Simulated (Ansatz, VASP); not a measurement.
# SbS5 in VASP and in Ansatz

```
CELL_PARAMETERS angstrom
5.83941 0.00000 0.00000
-2.91971 5.05708 0.00000
0.00000 0.00000 3.86406
ATOMIC_POSITIONS crystal
Sb 0.00000 0.00000 0.00000
S 0.33333 0.66667 0.00000
S 0.66667 0.33333 0.00000
S 0.50000 0.00000 0.50000
S 0.50000 0.50000 0.50000
S 0.00000 0.50000 0.50000
```

Change from the starting cell: species swapped into the SmCu5 type (P6/mmm, No. 191).

Alike in both runs: functional PBE; k mesh 3 × 3 × 4; occupations gaussian, width 0.1 eV; no spin polarisation.

Ansatz relaxed the structure, and its values are those at the end. VASP's run is a single point on that final structure, the one shown.

|  | VASP | Ansatz |
| --- | --- | --- |
| version | VASP 6.6.1 | Ansatz 0.2.0 |
| potentials or method | VASP PAW PBE potentials, release 64 (Sb, S), cutoff 520 eV | scalar-relativistic, plane waves, PAW |
| valence electrons in the cell | 35 | 45 |

|  | VASP | Ansatz | Ansatz less VASP |
| --- | --- | --- | --- |
| gap on the k mesh at the Fermi level (eV) | none | none | - |
| pressure (GPa) | -0.1 | 0.1 | +0.17 |

A gap of «none» marks a metal or a gap that the smearing closes. The functional is the same, so the differences come from potentials, cutoffs and numerics. VASP's potentials hold 35 valence electrons a cell and Ansatz's 45, so a difference there can come from the potentials and not from the codes.

The k mesh is coarse, so the values compare programs but aren't converged. Neither program's run includes spin-orbit coupling.
